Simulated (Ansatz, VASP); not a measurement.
**One calculation of BeZn2O3, two programs**

```
Be Zn O
1.0
     3.49654    0.00000    0.00000
    -1.74827    3.02809    0.00000
     0.00000    0.00000    9.49820
Be Zn O
1 2 3
Direct
  0.33333 0.66667 0.00000
  0.66667 0.33333 0.00000
  0.66667 0.33333 0.50000
  0.33333 0.66667 0.14627
  0.33333 0.66667 0.85373
  0.33333 0.66667 0.50000
```

Alike in both runs: functional PBE; k mesh 4 × 4 × 2; occupations gaussian, width 0.15 eV; no spin polarisation.

Ansatz relaxed the structure, and its values are those at the end. VASP's run is a single point on that final structure, the one shown.

|  | VASP | Ansatz |
| --- | --- | --- |
| version | VASP 6.6.1 | Ansatz 0.2.0 |
| potentials or method | VASP PAW PBE potentials, release 64 (Be, Zn, O), cutoff 600 eV | scalar-relativistic, plane waves, PAW |
| valence electrons in the cell | 44 | 44 |

```tsv
	VASP	Ansatz	Ansatz less VASP
gap on the k mesh at the Fermi level (eV)	none	none	-
pressure (GPa)	0.2	0.2	-0.03
rms of the force components (eV/Å)	0.001	0.022	+0.0213
```

A gap of «none» marks a metal or a gap that the smearing closes.

The k mesh is coarse, so the values compare programs but aren't converged.
